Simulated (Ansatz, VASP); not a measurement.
**SnO: VASP beside Ansatz**

```
Sn O
1.0
     2.94260    0.00000    0.00000
     0.00000    5.06317    0.00000
     0.00000    0.00000    3.89416
Sn O
2 2
Cartesian
  0.0000 1.1837 2.0490
  1.4713 3.8795 0.1019
  0.0000 4.4827 2.8187
  1.4713 0.5805 0.8716
```

Change from the starting cell: strain -0.1125 x Voigt [1, 1, 0, 0, 0, 0], atoms carried along.

Alike in both runs: task single point; functional PBEsol; k mesh 8 × 6 × 8; occupations gaussian, width 0.05 eV; no spin polarisation.

```csv
,VASP,Ansatz
version,VASP 6.6.1,Ansatz 0.2.0
potentials or method,"VASP PAW PBE potentials, release 64 (Sn_d, O), cutoff 520 eV","scalar-relativistic, plane waves, PAW"
valence electrons in the cell,40,40
```

|  | VASP | Ansatz | Ansatz less VASP |
| --- | --- | --- | --- |
| gap on the k mesh at the Fermi level (eV) | 0.66 | 0.68 | +0.021 |
| least direct gap on the mesh (eV) | 0.66 | 0.68 | +0.021 |
| pressure (GPa) | 40.6 | 40.2 | -0.44 |
| traceless stress, the component that is largest in VASP (GPa) | -8.04 | -8.03 | +0.013 |
| rms of the force components (eV/Å) | 2.381 | 2.329 | -0.0511 |

VASP's potentials were made for PBE, not for PBEsol. Atom by atom the forces differ by 0.055 eV/Å (rms over components). Both programs put the cell under a high pressure, so it lies far from rest at this level.
